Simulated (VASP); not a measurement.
CuO: single point with LDA+U

Crystal: CuO.

```
CELL_PARAMETERS angstrom
0.00000 2.32725 2.32725
2.32725 0.00000 2.32725
2.32725 2.32725 0.00000
ATOMIC_POSITIONS crystal
Cu 0.00000 0.00000 0.00000
O 0.25000 0.25000 0.25000
```

```yaml
Program: VASP 6.6.1
Task: single point
Functional: LDA
Potentials_or_basis: VASP PAW LDA potentials, release 64 (Cu_sv_GW, O)
Cutoff: 820 eV
k_mesh: 10 × 10 × 10
Occupations: fermi-dirac, width 0.05 eV
Spin: no spin polarisation
Hubbard_terms: Cu d U = 4.5 eV
```

```
Pressure               : -20.3 GPa
Band gap on the k mesh : zero (an odd number of electrons rules out a gap without spin polarisation)
```

Levels at points of the mesh, in eV from the Fermi level:
| k point | band 10 | band 11 | band 12 | band 13 | band 14 | band 15 | band 16 | band 17 |
| --- | --- | --- | --- | --- | --- | --- | --- | --- |
| (0.00, 0.00, 0.00) | -2.35 | 0.77 | 0.77 | 0.77 | 1.34 | 14.23 | 14.23 | 14.23 |
| (0.50, 0.00, 0.00) | -2.22 | -1.91 | 0.02 | 0.02 | 6.23 | 7.91 | 13.83 | 13.83 |
| (0.50, 0.50, 0.00) | -2.17 | -1.59 | -1.10 | -1.10 | 6.11 | 9.63 | 11.45 | 14.42 |

Eigenvalues of the final occupation matrices:
| site | spin | trace | eigenvalues |
| --- | --- | --- | --- |
| site 1 d | 1 | 4.49 | 0.87 0.87 0.87 0.94 0.94 |
| site 1 d | 2 | 4.49 | 0.87 0.87 0.87 0.94 0.94 |

Wall time 30 s on 1 thread of AMD EPYC 9R45 96-Core Processor (Zen 5), with other jobs on the host, peak memory 0.17 GiB.

Caveat: the cell stands under tension; an odd number of electrons without spin polarisation forces a metal; a magnetic or distorted state may lie lower; U without spin polarisation on a metal has little footing.
